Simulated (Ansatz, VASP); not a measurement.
## One calculation of NiO, two programs

```xyz
2
Lattice="0.0000 2.1085 2.1085 2.1085 0.0000 2.1085 2.1085 2.1085 0.0000" Properties=species:S:1:pos:R:3 pbc="T T T"
Ni    0.0000    0.0000    0.0000
O     2.1085    2.1085    2.1085
```

Alike in both runs: task single point; functional PBE; k mesh 14 × 14 × 14; non-collinear spin, spin-orbit coupling.

|  | VASP | Ansatz |
| --- | --- | --- |
| version | VASP 6.6.1 | Ansatz 0.2.0 |
| potentials or method | VASP PAW PBE potentials, release 64 (Ni, O), cutoff 520 eV | plane waves, PAW |
| occupations | tetrahedron | tetrahedron-uncorrected |
| valence electrons in the cell | 16 | 24 |

|  | VASP | Ansatz | Ansatz less VASP |
| --- | --- | --- | --- |
| pressure (GPa) | 0.1 | 0.7 | +0.61 |
| net moment per atom (μB) | 0.92 | 0.93 | +0.016 |

VASP's potentials hold 16 valence electrons a cell and Ansatz's 24, so a difference there can come from the potentials and not from the codes. Ansatz's warnings: band table not solved further, stress scf threshold loose.
